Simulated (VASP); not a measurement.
Mn:

```xyz
4
Lattice="2.4529 0.0000 0.0000 -1.2264 2.1243 0.0000 0.0000 0.0000 8.1276" Properties=species:S:1:pos:R:3 pbc="T T T"
Mn    0.0000    1.4162    1.0791
Mn    1.2264    0.7081    5.1429
Mn    0.0000    1.4162    2.9847
Mn    1.2264    0.7081    7.0485
```

This isn't the form of Mn at room conditions, which is a 58-atom cubic cell.

- Program: VASP 6.6.1
- Task: relaxation of cell and atoms
- Functional: LDA
- Potentials or basis: VASP PAW LDA potentials, release 64 (Mn_pv)
- Cutoff: 600 eV
- k mesh: 18 × 18 × 6
- Occupations: gaussian, width 0.1 eV
- Spin: no spin polarisation

At the start: pressure 3.5 GPa; volume 10.59 Å³/atom.

Where does the relaxation end?

Over 11 steps the energy falls by 9.6 meV/atom and the volume is 10.58 Å³/atom (-0.1 %); space group P6_3/mmc (No. 194, to 0.1 Å) before and after.

The path:
```
step  energy change (eV)  largest force (eV/Å)  pressure (GPa)  volume (Å³)
   1              0.0000                0.8038            3.50        42.35
   2              0.0797                0.5179          -11.48        43.77
   3             -0.0329                0.0827           -2.48        42.80
   4             -0.0331                0.1178           -2.10        42.77
   5             -0.0331                0.1276           -2.03        42.76
   6             -0.0369                0.0623            1.52        42.12
   7             -0.0374                0.0790            0.55        42.29
   8             -0.0383                0.0236           -0.23        42.33
   9             -0.0383                0.0100           -0.16        42.33
  10             -0.0383                0.0047            0.25        42.28
  11             -0.0383                0.0024            0.06        42.30
```

Final structure:
```
Mn
1.0
     2.44534    0.00000    0.00000
    -1.22267    2.11773    0.00000
     0.00000    0.00000    8.16856
Mn
4
Direct
  0.33333 0.66667 0.13010
  0.66667 0.33333 0.63010
  0.33333 0.66667 0.36990
  0.66667 0.33333 0.86990
```

Caveat: the highest band is partly filled, so the run has too few bands; atoms lie so close that the PAW spheres overlap strongly, which falsifies energies and pressures; the run has no spin polarisation, though such a crystal can be magnetic.
